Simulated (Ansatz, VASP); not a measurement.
**Two plane-wave programs on Mo**

File INCAR:

```
PREC = Accurate
ENCUT = 520
EDIFF = 1E-6
ISMEAR = 0
SIGMA = 0.15
LREAL = F
LASPH = T
NELM = 80
ALGO = Fast
ISIF = 2
LWAVE = F
LCHARG = T
GGA = PE
LELF = T
LVHAR = T
NBANDS = 13
```

File KPOINTS:

```
Automatic mesh
0
Gamma
  20 20 20
```

The input POSCAR:

```
Mo
1.0
   -0.2201130824      2.0010280217      2.3011822250
    1.7809149393      0.0000000000      2.0810691426
    2.0010280217      2.0010280217     -0.2201130824
Mo
1
Direct
    0.0000000000      0.0000000000      0.0000000000
```

Input for Ansatz:

```yaml
crystal:
  lattice:
    - [-0.2201130824, 2.0010280217, 2.301182225]
    - [1.7809149393, 0.0, 2.0810691426]
    - [2.0010280217, 2.0010280217, -0.2201130824]
  atoms:
    - { symbol: Mo, position: [0.0, 0.0, 0.0] }
basis:
  ecutwfc: 420
kpoints:
  mp_grid: { grid: [20, 20, 20] }
hamiltonian:
  xc: pbe
scf:
  occupations: { method: gaussian, width: 0.15 }
output:
  forces: true
  stress: true
  eigenvalues: true
```

Change from the starting cell: engineering shear strain xz -0.2200, normal strain along z +0.1500.

Alike in both runs: task single point; functional PBE; k mesh 20 × 20 × 20; occupations gaussian, width 0.15 eV; no spin polarisation.

```csv
,VASP,Ansatz
version,VASP 6.6.1,Ansatz 0.2.0
potentials or method,"VASP PAW PBE potentials, release 64 (Mo_sv), cutoff 520 eV","scalar-relativistic, plane waves, PAW"
valence electrons in the cell,14,14
```

VASP gave:

- gap on the k mesh at the Fermi level (eV): none
- pressure (GPa): -20.4
- traceless stress, the component that is largest in VASP (GPa): 4.62

Which values does Ansatz return?

gap on the k mesh at the Fermi level (eV): none; pressure (GPa): -20.7; traceless stress, the component that is largest in VASP (GPa): 4.57.

A gap of «none» marks a metal or a gap that the smearing closes.
